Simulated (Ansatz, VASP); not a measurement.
BiTe in VASP and in Ansatz

The input INCAR:

```
AGGAC    = 0.0          
ALDAC    = 0.0          
ALGO     = Normal         # electronic algorithm
EDIFF    = 1E-6           # SCF threshold, eV
ENCUT    = 520            # plane-wave cutoff, eV
GGA      = PE             # functional
GGA_COMPAT= False        
ISIF     = 2              # what is computed and relaxed
ISMEAR   = -1             # smearing method
LASPH    = True           # aspherical terms in the spheres
LCHARG   = False          # write CHGCAR
LORBIT   = 11             # projections on sites
LORBMOM  = True         
LREAL    = False          # projectors in reciprocal space
LSORBIT  = True           # spin-orbit coupling
LWAVE    = False          # write WAVECAR
MAGMOM   = 0 0 0 0 0 0    # initial moments
NBANDS   = 33             # bands
NELM     = 150            # most SCF steps
PREC     = Accurate       # precision mode
SIGMA    = 0.05           # smearing width, eV
```

The input KPOINTS:

```
k-points
0
Gamma
  5 5 5
```

The input POSCAR:

```
BiTe
1.0
    0.0000000000      3.2984474805      3.2984474805
    3.2984474805      0.0000000000      3.2984474805
    3.2984474805      3.2984474805      0.0000000000
Bi Te
1 1
Direct
    0.0000000000      0.0000000000      0.0000000000
    0.5000000000      0.5000000000      0.5000000000
```

Contents of input.yaml:

```yaml
crystal:
  lattice:
    - [0.0, 3.2984474805, 3.2984474805]
    - [3.2984474805, 0.0, 3.2984474805]
    - [3.2984474805, 3.2984474805, 0.0]
  atoms:
    - { symbol: Bi, position: [0.0, 0.0, 0.0] }
    - { symbol: Te, position: [0.5, 0.5, 0.5] }
kpoints:
  mp_grid: { grid: [5, 5, 5] }
scf:
  occupations: { method: fermi_dirac, width: 0.05 }
hamiltonian:
  xc: { exchange: pbe, correlation: none }
  pseudopotentials: { kind: all_electron, lapw: { basis_error: 0.001 } }
magnetization:
  noncollinear: true
  spin_orbit: true
output:
  forces: true
  stress: true
  eigenvalues: true
```

Change from the starting cell: volume scaled by 1.06.

Alike in both runs: task single point; functional PBE exchange alone; k mesh 5 × 5 × 5; occupations fermi-dirac, width 0.05 eV; non-collinear spin, spin-orbit coupling.

|  | VASP | Ansatz |
| --- | --- | --- |
| version | VASP 6.6.1 | Ansatz 0.2.0 |
| potentials or method | VASP PAW PBE potentials, release 64 (Bi_d, Te), cutoff 520 eV | all-electron LAPW, relativistic spinors |

```tsv
	VASP	Ansatz	Ansatz less VASP
pressure (GPa)	7.7	7.8	+0.11
net moment per atom (μB)	0.00	0.00	0.000
```

VASP's potentials were made for PBE, not for PBE exchange alone. Ansatz ran all-electron here, and VASP with PAW potentials.

Noted on Ansatz's run: the k mesh is thin for a metal, which can move the energy by tens of meV per atom.
